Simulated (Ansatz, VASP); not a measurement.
Given: the input of a run of Ansatz 0.2.0 on InP.

File input:

```
crystal:
  lattice:
    - [0.0, 2.768834, 2.768834]
    - [2.768834, 0.0, 2.768834]
    - [2.768834, 2.768834, 0.0]
  atoms:
    - { symbol: In, position: [0.0, 0.0, 0.0] }
    - { symbol: P, position: [0.5, 0.5, 0.5] }
hamiltonian:
  xc: { exchange: pbe, correlation: pbe, exx: { coeff: 0.25, omega: 0.3 } }
  pseudopotentials: { kind: paw }
kpoints:
  mp_grid: { grid: [4, 4, 4] }
scf:
  occupations: { method: fermi_dirac, width: 0.05 }
output:
  forces: true
  stress: true
  eigenvalues: true
relax:
  f_tol: 0.01
  max_steps: 40
  cell: { stress_tol: 0.05 }
```

Task: Translate it to VASP 6.6.1. Potentials there: VASP PAW PBE potentials, release 64 (In_d, P).

Result: As run (the cutoff follows the program's own potentials):

File POSCAR:

```
InP
1.0
    0.0000000000      2.7688340000      2.7688340000
    2.7688340000      0.0000000000      2.7688340000
    2.7688340000      2.7688340000      0.0000000000
In P
1 1
Direct
    0.0000000000      0.0000000000      0.0000000000
    0.5000000000      0.5000000000      0.5000000000
```

The input INCAR.step1:

```
SYSTEM = InP
ALGO = Normal ; EDIFF = 1E-5
ENCUT = 600 ; GGA = PE
ISMEAR = -1 ; LASPH = .True.
LCHARG = .False. ; LREAL = .False.
LWAVE = .True. ; NBANDS = 16
NELM = 60 ; PREC = Accurate
SIGMA = 0.05
```

Contents of INCAR.step2:

```
SYSTEM = InP
AEXX = 0.25 ; ALGO = Normal
EDIFF = 1E-6 ; EDIFFG = -0.01
ENCUT = 600 ; GGA = PE
HFSCREEN = 0.3 ; IBRION = 2
ISIF = 3 ; ISMEAR = -1
ISTART = 1 ; LASPH = .True.
LCHARG = .False. ; LHFCALC = .True.
LREAL = .False. ; LWAVE = .False.
NELM = 60 ; NSW = 60
PREC = Accurate ; PRECFOCK = Normal
SIGMA = 0.05
```

Contents of KPOINTS:

```
k-points
0
Gamma
  4 4 4
  0 0 0
```

Potentials or basis: VASP PAW PBE potentials, release 64 (In_d, P).

Launch:

```sh
$ cat potpaw_PBE.64/In_d/POTCAR potpaw_PBE.64/P/POTCAR > POTCAR
$ cp INCAR.step1 INCAR
$ mpirun -np 1 vasp_std > vasp.out
$ cp INCAR.step2 INCAR
$ mpirun -np 1 vasp_std > vasp.out
```

Both were run:

|  | VASP | Ansatz | Ansatz less VASP |
| --- | --- | --- | --- |
| gap on the k mesh at the Fermi level, each at its own relaxed structure (eV) | none | none | - |
| relaxed volume (Å³/atom) | 20.70 | 20.69 | -0.009 |
| relaxed length of the cell vector where the two differ most in proportion (Å) | 3.883 | 3.883 | -0.0006 |

VASP's potentials were made for PBE, not for PBE-based screened hybrid. A gap of «none» marks a metal or a gap that the smearing closes.

The k mesh is coarse, so the values compare programs but aren't converged. Noted on Ansatz's run: the plane-wave basis is chosen anew once the cell has moved, so the energies of steps on either side of that aren't comparable.
